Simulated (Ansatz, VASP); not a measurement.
# Two plane-wave programs on GaP

INCAR

```
SYSTEM = GaP
  ALGO = Normal
  EDIFF = 1E-6
  ENCUT = 520
  GGA = PE
  ISIF = 2
  ISMEAR = 0
  LASPH = .True.
  LCHARG = .True.
  LELF = .True.
  LREAL = .False.
  LVHAR = .True.
  LWAVE = .False.
  NBANDS = 26
  NELM = 80
  PREC = Accurate
  SIGMA = 0.05
```

File KPOINTS:

```
k-points
0
Gamma
  9 9 9
  0 0 0
```

File POSCAR:

```
GaP
1.0
    1.7842827109      1.0301561034      6.4062886452
   -1.7842827109      1.0301561034      6.4062886452
    0.0000000000     -2.0603122069      6.4062886452
Ga P
2 2
Direct
    0.4355841032      0.4355841032      0.4355841032
    0.5644158968      0.5644158968      0.5644158968
    0.0575077006      0.0575077006      0.0575077006
    0.9424922994      0.9424922994      0.9424922994
```

Input for Ansatz:

```yaml
crystal:
  lattice:
    - [1.7842827109, 1.0301561034, 6.4062886452]
    - [-1.7842827109, 1.0301561034, 6.4062886452]
    - [0.0, -2.0603122069, 6.4062886452]
  atoms:
    - { symbol: Ga, position: [0.4355841032, 0.4355841032, 0.4355841032] }
    - { symbol: Ga, position: [0.5644158968, 0.5644158968, 0.5644158968] }
    - { symbol: P, position: [0.0575077006, 0.0575077006, 0.0575077006] }
    - { symbol: P, position: [0.9424922994, 0.9424922994, 0.9424922994] }
basis:
  ecutwfc: 420
kpoints:
  mp_grid: { grid: [9, 9, 9] }
hamiltonian:
  xc: pbe
  pseudopotentials: { kind: paw, azcp: { folder: soft_1 } }
scf:
  occupations: { method: gaussian, width: 0.05 }
output:
  forces: true
  stress: true
  eigenvalues: true
```

Alike in both runs: task single point; functional PBE; k mesh 9 × 9 × 9; occupations gaussian, width 0.05 eV; no spin polarisation.

|  | VASP | Ansatz |
| --- | --- | --- |
| version | VASP 6.6.1 | Ansatz 0.2.0 |
| potentials or method | VASP PAW PBE potentials, release 64 (Ga_d, P), cutoff 520 eV | scalar-relativistic, plane waves, PAW |
| valence electrons in the cell | 36 | 36 |

Ansatz gave:

* gap on the k mesh at the Fermi level (eV): 0.33
* least direct gap on the mesh (eV): 0.96
* pressure (GPa): 18.6
* traceless stress, the component that is largest in VASP (GPa): -13.13
* rms of the force components (eV/Å): 0.618

**Question.** Estimate VASP's values.

**Answer.** gap on the k mesh at the Fermi level (eV): 0.34; least direct gap on the mesh (eV): 0.97; pressure (GPa): 18.4; traceless stress, the component that is largest in VASP (GPa): -13.14; rms of the force components (eV/Å): 0.618.

Atom by atom the forces differ by 0.012 eV/Å (rms over components).
